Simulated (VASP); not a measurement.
Runs of VASP 6.6.1 on SnSe2. The structure is that of space group P-3m1 (No. 164), or close to it. The cells are those of the table. 

```csv
cell,k mesh,smearing,gap on the mesh (eV),pressure (GPa),largest force (eV/Å)
"a = 3.825, b = 3.825, c = 6.227 Å, angles 90.0, 90.0, 120.0°, 3 atoms",12 × 12 × 4,fermi-dirac 0.02 eV,0.74,3.0,0.28
"a = 3.710, b = 3.710, c = 6.040 Å, angles 90.0, 90.0, 120.0°, 3 atoms",12 × 12 × 4,fermi-dirac 0.02 eV,(d),7.7,(a)
"a = 3.940, b = 3.940, c = 6.414 Å, angles 90.0, 90.0, 120.0°, 3 atoms",12 × 12 × 4,fermi-dirac 0.02 eV,0.74,-0.1,0.24
"a = 3.710, b = 3.710, c = 6.040 Å, angles 90.0, 90.0, 120.0°, 3 atoms",6 × 6 × 2,gaussian 0.01 eV,0.66,7.7,(b)
"a = 3.672, b = 3.672, c = 5.978 Å, angles 90.0, 90.0, 120.0°, 3 atoms",6 × 6 × 2,gaussian 0.01 eV,0.62,(c),0.31
```

Alike in all rows: task single point; level PBE; potentials or basis VASP PAW PBE potentials, release 64 (Sn_d, Se); no spin polarisation; cutoff (eV) 520.

Question: Fill in the values left out.

Answer: (a) 0.33; (b) 0.30; (c) 9.8; (d) 0.63.

Caveats: some runs use coarse meshes; spin-orbit coupling is left out, which moves the levels of the heavy elements; this functional lacks dispersion, which binds the layers, so the pressure and a relaxed spacing across them are unreliable (some runs).

A k mesh can miss the band edges, and the runs leave out spin-orbit coupling on Se, Sn.
